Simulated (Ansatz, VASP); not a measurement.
**BaTiO3 in VASP and in Ansatz**

```xyz
5
Lattice="3.9028 0.0000 0.0000 0.0000 2.7791 2.7877 0.0000 -2.7791 2.7877" Properties=species:S:1:pos:R:3 pbc="T T T"
Ba    0.0000    0.0000    0.0000
Ti    1.9514    0.0000    2.8318
O     0.0000    0.0000    2.7437
O     1.9514   -1.3651    4.1710
O     1.9514    1.3651    4.1710
```

Change from the starting cell: volume scaled by 0.94.

Alike in both runs: task single point; functional PBEsol; k mesh 8 × 8 × 8; occupations fermi-dirac, width 0.05 eV; no spin polarisation.

|  | VASP | Ansatz |
| --- | --- | --- |
| version | VASP 6.6.1 | Ansatz 0.2.0 |
| potentials or method | VASP PAW PBE potentials, release 64 (Ba_sv, Ti_sv, O), cutoff 520 eV | all-electron LAPW, scalar-relativistic |

VASP gave:

* gap on the k mesh at the Fermi level (eV): 1.86
* pressure (GPa): 9.3
* traceless stress, the component that is largest in VASP (GPa): 0.89
* rms of the force components (eV/Å): 0.066

Problem. What did Ansatz give for the same quantities?

Solution. gap on the k mesh at the Fermi level (eV): 1.93; pressure (GPa): 7.1; traceless stress, the component that is largest in VASP (GPa): 0.87; rms of the force components (eV/Å): 0.061.

VASP's potentials were made for PBE, not for PBEsol. Atom by atom the forces differ by 0.011 eV/Å (rms over components). Ansatz ran all-electron here, and VASP with PAW potentials.

Spin-orbit coupling is off throughout.
